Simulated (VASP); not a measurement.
# Sr3Ta2O (P4mm) in VASP: notebook

Runs on Sr3Ta2O. Level: PBE. Tasks: single point.

Program: VASP 6.6.1. These are calculated values, not measurements. Logs are shortened: lines on timing, memory, paths and dates and some standing lists are left out, and cuts for length are marked.

## (1) The cell of the first run

The structure is tetragonal, space group P4mm (No. 99). Conventional cell: a = 3.763 Å, b = 3.763 Å, c = 8.189 Å, α = 90.00°, β = 90.00°, γ = 90.00°. Within 3.8 Å of Sr (site symmetry 2mm) lie 10 Sr at 2.66 to 3.76 Å and 4 Ta at 2.87 to 2.89 Å and 2 O at 3.60 Å. Sr (site symmetry 4mm) has 5 Ta at 2.82 to 2.90 Å and 4 O at 3.33 Å and 8 Sr at 3.64 to 3.76 Å within 3.8 Å. Within 3.8 Å of Ta (site symmetry 4mm) lie 8 Sr at 2.82 to 2.89 Å and 1 O at 2.92 Å and 4 Ta at 3.76 Å. Within 3.8 Å of Ta (site symmetry 4mm) lie 4 O at 2.81 Å and 5 Sr at 2.87 to 2.90 Å and 4 Ta at 3.76 Å. Within 3.8 Å of O (site symmetry 4mm) lie 5 Ta at 2.81 to 2.92 Å and 8 Sr at 3.33 to 3.60 Å and 4 O at 3.76 Å.

The cell was generated, and may not be a known phase.

## (2) Single point, PBE

INCAR

```
ALGO = Normal
EDIFF = 1E-6
ENCUT = 700
GGA = PE
GGA_COMPAT = False
ISIF = 2
ISMEAR = 0
LASPH = True
LCHARG = False
LREAL = False
LWAVE = False
NBANDS = 40
NELM = 120
PREC = Accurate
SIGMA = 0.1
```

KPOINTS

```
k-points
0
Gamma
  4 4 2
```

POSCAR

```
Sr3Ta2O
1.0
    3.7627580700      0.0000000000      0.0000000000
    0.0000000000      3.7627580700      0.0000000000
    0.0000000000      0.0000000000      8.1893338100
Sr Ta O
3 2 1
Direct
    0.5000000000      0.0000000000      0.9983087800
    0.0000000000      0.5000000000      0.9983087800
    0.0000000000      0.0000000000      0.3792572600
    0.5000000000      0.5000000000      0.2665635600
    0.0000000000      0.0000000000      0.7339377400
    0.5000000000      0.5000000000      0.6236239100
```

Potentials or basis: VASP PAW PBE potentials, release 64 (Sr_sv, Ta_sv_GW, O).

The run is started by

```bash
$ cat potpaw_PBE.64/Sr_sv/POTCAR potpaw_PBE.64/Ta_sv_GW/POTCAR potpaw_PBE.64/O/POTCAR > POTCAR
$ mpirun -np 1 vasp_std > vasp.out
```

OUTCAR:

```text
EDIFF = 1E-6
   ENCUT = 700
   GGA = PE
   ISIF = 2
   ISMEAR = 0
   LASPH = True
   LREAL = False
   NELM = 120
   PREC = Accurate

 ion  position               nearest neighbor table
   1  0.500  0.000  0.998-   2 2.66   2 2.66   2 2.66   2 2.66   5 2.87   5 2.87   4 2.89   4 2.89
                             3 3.64   3 3.64
   2  0.000  0.500  0.998-   1 2.66   1 2.66   1 2.66   1 2.66   5 2.87   5 2.87   4 2.89   4 2.89
                             3 3.64   3 3.64
   3  0.000  0.000  0.379-   4 2.82   4 2.82   4 2.82   4 2.82   5 2.90   6 3.33   6 3.33   6 3.33
                             6 3.33   2 3.64   2 3.64   1 3.64   1 3.64
   4  0.500  0.500  0.267-   3 2.82   3 2.82   3 2.82   3 2.82   2 2.89   2 2.89   1 2.89   1 2.89

   5  0.000  0.000  0.734-   1 2.87   2 2.87   2 2.87   1 2.87   3 2.90
   6  0.500  0.500  0.624-   3 3.33   3 3.33   3 3.33   3 3.33

  LATTYP: Found a simple tetragonal cell.
 ALAT       =     3.7627580700
 C/A-ratio  =     2.1764178450

  Lattice vectors:

 A1 = (   3.7627580700,   0.0000000000,   0.0000000000)
 A2 = (   0.0000000000,   3.7627580700,   0.0000000000)
 A3 = (   0.0000000000,   0.0000000000,   8.1893338100)

Analysis of symmetry for initial positions (statically):
=====================================================================
 Subroutine PRICEL returns:
 Original cell was already a primitive cell.

 Routine SETGRP: Setting up the symmetry group for a
 simple tetragonal supercell.

 Subroutine GETGRP returns: Found  8 space group operations
 (whereof  8 operations were pure point group operations)
 out of a pool of 16 trial point group operations.

The static configuration has the point symmetry C_4v.

Analysis of symmetry for dynamics (positions and initial velocities):
=====================================================================
 Subroutine PRICEL returns:
 Original cell was already a primitive cell.

 Routine SETGRP: Setting up the symmetry group for a
 simple tetragonal supercell.

 Subroutine GETGRP returns: Found  8 space group operations
 (whereof  8 operations were pure point group operations)
 out of a pool of 16 trial point group operations.

The dynamic configuration has the point symmetry C_4v.

 Subroutine INISYM returns: Found  8 space group operations
 (whereof  8 operations are pure point group operations),
 and found     1 'primitive' translations

[... 88 lines left out ...]
   NELM   =    120;   NELMIN=  2; NELMDL= -5     # of ELM steps
   EDIFF  = 0.1E-05   stopping-criterion for ELM
   LREAL  =      F    real-space projection
   EDIFFG = 0.1E-04   stopping-criterion for IOM
   NSW    =      0    number of steps for IOM
   IBRION =     -1    ionic relax: 0-MD 1-quasi-New 2-CG
   NFREE  =      0    steps in history (QN), initial steepest desc. (CG)
   ISIF   =      2    stress and relaxation
   ISYM   =      2    0-nonsym 1-usesym 2-fastsym
   POTIM  = 0.5000    time-step for ionic-motion
   TEBEG  =    0.0;   TEEND  =   0.0 temperature during run
   PSTRESS=    0.0 pullay stress
   NELECT =      62.0000    total number of electrons
   NUPDOWN=      -1.0000    fix difference up-down
   EMIN   =  10.00;   EMAX   =-10.00  energy-range for DOS
   EFERMI =   0.00;   METHOD = LEGACY
   ISMEAR =     0;   SIGMA  =   0.10  broadening in eV -4-tet -1-fermi 0-gaus
   EFERMI_NEDOS =   21; number of points for ismear=-14 and -15
   IALGO  =     38    algorithm
   IMIX   =      4    mixing-type and parameters
     AMIX     =   0.40;   BMIX     =  1.00
     AMIX_MAG =   1.60;   BMIX_MAG =  1.00
  volume/ion in A,a.u.               =      19.32       130.41
  Fermi-wavevector in a.u.,A,eV,Ry     =   1.328776  2.511022 24.023056  1.765645
  Thomas-Fermi vector in A             =   2.457988
   LORBIT       =      0    0 simple, 1 ext, 2 COOP (PROOUT), +10 PAW based schemes
   GGA     = PE    functional components
   LHFCALC =     F    Hartree Fock is set to
   AEXX    =    0.0000 exact exchange contribution
   IVDW    =     0    specifies the selected vdW correction
   LEPSILON=     F    determine dielectric tensor
   LRPA    =     F    only Hartree local field effects (RPA)
 non-spin polarized calculation
 Gauss-broadening in eV      SIGMA  =   0.10
  energy-cutoff  :      700.00
  volume of cell :      115.95
 maximum number of plane-waves:      4952
   NGX = 17   NGY = 17   NGZ = 35

 number of electron      62.0000006 magnetization

 Free energy of the ion-electron system (eV)
  ---------------------------------------------------
  ext. energy  EPLUGINS =         0.00000000
  ---------------------------------------------------
  free energy    TOTEN  =       -24.85512918 eV

  energy without entropy =      -24.81730878  energy(sigma->0) =      -24.83621898

 E-fermi :   6.5110     XC(G=0): -11.2213

 val. band max:        6.4688772303   @ k =   0.2500   0.0000   0.0000
 cond. band min:       6.5343228292   @ k =   0.2500   0.2500   0.5000
 fundamental gap:      0.0654455988
 Fermi energy:         6.5110169367

 k-point     1 :       0.0000    0.0000    0.0000
  band No.  band energies     occupation
      1     -62.1402      2.00000
      2     -61.1642      2.00000
      3     -29.4819      2.00000
      4     -28.6072      2.00000
      5     -28.6072      2.00000
      6     -28.4495      2.00000
[... 505 lines left out ...]
     39       9.2525      0.00000
     40       9.2527      0.00000

------------------------ aborting loop because EDIFF is reached ----------------------------------------

  FORCE on cell =-STRESS in cart. coord.  units (eV):
  Direction    XX          YY          ZZ          XY          YZ          ZX
  --------------------------------------------------------------------------------------
  -------------------------------------------------------------------------------------
  Total       17.0708224     17.0708224     19.6007829      0.0000000      0.0000000      0.0000000
  in kB      235.8869209    235.8869209    270.8462554      0.0000000      0.0000000      0.0000000
  external PRESSURE =     247.5400324 kB  Pullay stress =       0.0000000 kB

 VOLUME and BASIS-vectors are now :
 -----------------------------------------------------------------------------
  energy-cutoff  :      700.00
  volume of cell :      115.95
      direct lattice vectors                 reciprocal lattice vectors
     3.762758070  0.000000000  0.000000000     0.265762502  0.000000000  0.000000000
     0.000000000  3.762758070  0.000000000     0.000000000  0.265762502  0.000000000
     0.000000000  0.000000000  8.189333810     0.000000000  0.000000000  0.122110055

 POSITION                                       TOTAL-FORCE (eV/Angst)
 -----------------------------------------------------------------------------------
      1.88138      0.00000      8.17548         0.000000      0.000000      0.127829
      0.00000      1.88138      8.17548         0.000000      0.000000      0.127829
      0.00000      0.00000      3.10586         0.000000     -0.000000      1.979531
      1.88138      1.88138      2.18298         0.000000     -0.000000      1.286184
      0.00000      0.00000      6.01046         0.000000     -0.000000     -4.139806
      1.88138      1.88138      5.10706        -0.000000     -0.000000      0.618433
 -----------------------------------------------------------------------------------
    total drift:                                0.000000     -0.000000     -0.001607

  FREE ENERGIE OF THE ION-ELECTRON SYSTEM (eV)
  ---------------------------------------------------
  free  energy   TOTEN  =       -24.8551291829 eV

  energy  without entropy=      -24.8173087797  energy(sigma->0) =      -24.83621898
```

stdout:

```text
POSCAR found type information on POSCAR SrTaO
 POSCAR found :  3 types and       6 ions
 scaLAPACK will be used
 LDA part: xc-table for (Slater+PW92), standard interpolation
 POSCAR, INCAR and KPOINTS ok, starting setup
 FFT: planning ... GRIDC
 FFT: planning ... GRID_SOFT
 FFT: planning ... GRID
 WAVECAR not read
 entering main loop
```

Wall time 93 s (1 thread of Intel Xeon 6975P-C (Granite Rapids), shared host); peak memory 0.31 GiB.

What came out:

```yaml
Free_energy: -24.8551 eV
Pressure: 24.8 GPa
Largest_force: 4.140 eV/Å
Band_gap_on_the_k_mesh: zero (bands 31 and 32 overlap by 1.89 eV)
```

Forces in eV/Å, atoms in the order of the input:
```
Sr   0.000  0.000  0.128
Sr   0.000  0.000  0.128
Sr   0.000  0.000  1.980
Ta   0.000  0.000  1.286
Ta   0.000  0.000 -4.140
O    0.000  0.000  0.618
```

Stress tensor (GPa, compression positive):
```
23.59  0.00  0.00
 0.00 23.59  0.00
 0.00  0.00 27.08
```

Caveat: the k points lie up to 0.42 Å⁻¹ apart, too coarse for converged energies and pressures of a metal; spin-orbit coupling is left out, which moves the levels of the heavy elements; forces of over 1 eV/Å act on the atoms, so gaps and moduli don't describe the material at rest.

## (3) Single point, PBE

This run uses another cell than the first one, of 27.71 Å³/atom.

INCAR

```
SYSTEM = Sr3Ta2O
PREC     = Accurate       ! precision mode
ENCUT    = 700            ! plane-wave cutoff, eV
EDIFF    = 1E-6           ! SCF threshold, eV
ISMEAR   = 0              ! smearing method
SIGMA    = 0.1            ! smearing width, eV
LREAL    = .False.        ! projectors in reciprocal space
LASPH    = .True.         ! aspherical terms in the spheres
NELM     = 120            ! most SCF steps
ALGO     = Normal         ! electronic algorithm
ISIF     = 2              ! what is computed and relaxed
LWAVE    = .False.        ! write WAVECAR
LCHARG   = .False.        ! write CHGCAR
GGA      = PE             ! functional
NBANDS   = 40             ! bands
GGA_COMPAT= .False.
```

KPOINTS

```
regular mesh
0
Gamma
  4 4 2
  0 0 0
```

POSCAR

```
Sr3Ta2O
1.0
    4.2002755647      0.0000000000      0.0000000000
    0.0000000000      4.2002755647      0.0000000000
    0.0000000000      0.0000000000      9.4238345378
Sr Ta O
3 2 1
Direct
    0.5000000000      0.0000000000      0.7857078812
    0.0000000000      0.5000000000      0.7857078812
    0.0000000000      0.0000000000      0.2066658852
    0.5000000000      0.5000000000      0.4488947369
    0.0000000000      0.0000000000      0.5238614603
    0.5000000000      0.5000000000      1.2491621851
```

Potentials or basis: VASP PAW PBE potentials, release 64 (Sr_sv, Ta_sv_GW, O).

The run is started by

```bash
$ cat potpaw_PBE.64/Sr_sv/POTCAR potpaw_PBE.64/Ta_sv_GW/POTCAR potpaw_PBE.64/O/POTCAR > POTCAR
$ mpirun -np 1 vasp_std > vasp.out
```

Run time: 6.2 min. Hardware: 1 thread of AMD EPYC 7R43 (Zen 3), shared host; peak memory 0.35 GiB.

It converged, with:

| Quantity | Value |
| --- | --- |
| Free energy | -37.5058 eV |
| Pressure | 0.1 GPa |
| Largest force | 0.103 eV/Å |
| Band gap on the k mesh | zero (bands 31 and 32 overlap by 0.22 eV) |

Forces on the atoms (eV/Å):
```
Sr   0.000  0.000  0.011
Sr   0.000  0.000  0.011
Sr   0.000  0.000 -0.033
Ta   0.000  0.000  0.103
Ta   0.000  0.000 -0.007
O    0.000  0.000 -0.085
```

Stress tensor (GPa, compression positive):
```
0.07 0.00 0.00
0.00 0.07 0.00
0.00 0.00 0.24
```

Levels at points of the mesh, in eV from the Fermi level:
| k point | band 27 | band 28 | band 29 | band 30 | band 31 | band 32 | band 33 | band 34 | band 35 | band 36 |
| --- | --- | --- | --- | --- | --- | --- | --- | --- | --- | --- |
| (0.00, 0.00, 0.00) | -2.21 | -2.10 | -1.16 | -0.53 | -0.07 | -0.07 | 0.14 | 0.67 | 1.60 | 1.89 |
| (0.50, 0.00, 0.00) | -1.31 | -0.76 | -0.60 | -0.30 | -0.01 | 0.19 | 0.80 | 1.14 | 1.28 | 1.76 |
| (0.50, 0.50, 0.00) | -0.83 | -0.83 | -0.50 | 0.07 | 0.07 | 0.17 | 0.40 | 1.46 | 1.46 | 1.83 |
| (0.00, 0.00, 0.50) | -2.20 | -2.08 | -1.16 | -0.69 | -0.15 | -0.15 | 0.23 | 0.67 | 1.54 | 1.75 |
| (0.50, 0.00, 0.50) | -1.17 | -0.70 | -0.61 | -0.32 | -0.31 | 0.04 | 0.93 | 1.17 | 1.28 | 1.65 |
| (0.50, 0.50, 0.50) | -0.68 | -0.68 | -0.48 | -0.05 | -0.05 | 0.07 | 1.20 | 1.22 | 1.22 | 1.90 |

Caveat: the k points lie up to 0.37 Å⁻¹ apart; spin-orbit coupling is left out, which moves the levels of the heavy elements.

The gap in the log of VASP goes by the Fermi energy; the results here count the filled bands.